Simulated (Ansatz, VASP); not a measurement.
# Two plane-wave programs on O

Contents of INCAR:

```
SYSTEM = O
PREC = Accurate ; ENCUT = 520
EDIFF = 1E-7 ; ISMEAR = -1
SIGMA = 0.05 ; LREAL = .FALSE.
LASPH = .TRUE. ; NELM = 100
ALGO = Normal ; ISIF = 2
LWAVE = .FALSE. ; LCHARG = .FALSE.
GGA = PE ; NBANDS = 13
```

File KPOINTS:

```
regular mesh
0
G
  12 12 12
  0 0 0
```

The input POSCAR:

```
O
1.0
    0.0000000000      1.9269509789      3.9753041977
    1.5312270072      0.0000000000      3.9753041977
    1.5312270072      1.9269509789      0.0000000000
O
2
Direct
    0.5789020000      0.5789020000      0.4210980000
    0.4210980000      0.4210980000      0.5789020000
```

File input.yaml:

```yaml
crystal:
  lattice:
    - [0.0, 1.9269509789, 3.9753041977]
    - [1.5312270072, 0.0, 3.9753041977]
    - [1.5312270072, 1.9269509789, 0.0]
  atoms:
    - { symbol: O, position: [0.578902, 0.578902, 0.421098] }
    - { symbol: O, position: [0.421098, 0.421098, 0.578902] }
hamiltonian:
  xc: pbe
  pseudopotentials: { kind: paw }
kpoints:
  mp_grid: { grid: [12, 12, 12] }
scf:
  occupations: { method: fermi_dirac, width: 0.05 }
output:
  forces: true
  stress: true
  eigenvalues: true
```

Change from the starting cell: volume scaled by 1.06.

Alike in both runs: task single point; functional PBE; k mesh 12 × 12 × 12; occupations fermi-dirac, width 0.05 eV; no spin polarisation.

|  | VASP | Ansatz |
| --- | --- | --- |
| version | VASP 6.6.1 | Ansatz 0.2.0 |
| potentials or method | VASP PAW PBE potentials, release 64 (O) | Ansatz PAW |
| plane-wave cutoff (eV) | 520 | 420 |
| valence electrons in the cell | 12 | 12 |

VASP gave:

| Property | Result |
| --- | --- |
| gap on the k mesh at the Fermi level (eV) | none |
| pressure (GPa) | -5.3 |
| traceless stress, the component that is largest in VASP (GPa) | -7.68 |
| rms of the force components (eV/Å) | 0.956 |

Problem. Estimate Ansatz's values.

Solution. gap on the k mesh at the Fermi level (eV): none; pressure (GPa): -7.3; traceless stress, the component that is largest in VASP (GPa): -12.47; rms of the force components (eV/Å): 1.444.

Atom by atom the forces differ by 0.489 eV/Å (rms over components). A gap of «none» marks a metal or a gap that the smearing closes.

Noted on VASP's run: the standard files for N, O and F lose accuracy on very short bonds; spin is off for a triplet molecule. Noted on Ansatz's run: Pulay correction over one GPa; spin is off for a triplet molecule.
